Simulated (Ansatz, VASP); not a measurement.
## Two plane-wave programs on Ir

```
Ir
1.0
    -2.72061    0.00002   -0.00002
    -0.00003    4.70591   -0.00010
     1.36029   -2.35287   -4.40987
Ir
4
Direct
  0.12502 0.79153 0.25000
  0.62502 0.29153 0.25000
  0.87498 0.20847 0.75000
  0.37498 0.70847 0.75000
```

Change from the starting cell: all atoms moved at random, sigma 0.02 Å a component; relaxed back.

Alike in both runs: functional PBEsol; k mesh 14 × 14 × 14; occupations gaussian, width 0.15 eV; no spin polarisation.

Ansatz relaxed the structure, and its values are those at the end. VASP's run is a single point on that final structure, the one shown.

|  | VASP | Ansatz |
| --- | --- | --- |
| version | VASP 6.6.1 | Ansatz 0.2.0 |
| potentials or method | VASP PAW PBE potentials, release 64 (Ir), cutoff 520 eV | scalar-relativistic, plane waves, PAW |
| valence electrons in the cell | 36 | 68 |

|  | VASP | Ansatz | Ansatz less VASP |
| --- | --- | --- | --- |
| gap on the k mesh at the Fermi level (eV) | none | none | - |
| pressure (GPa) | 1.0 | 0.0 | -1.02 |

VASP's potentials were made for PBE, not for PBEsol. A gap of «none» marks a metal or a gap that the smearing closes. VASP's potentials hold 36 valence electrons a cell and Ansatz's 68, so a difference there can come from the potentials and not from the codes.

Neither program's run includes spin-orbit coupling.
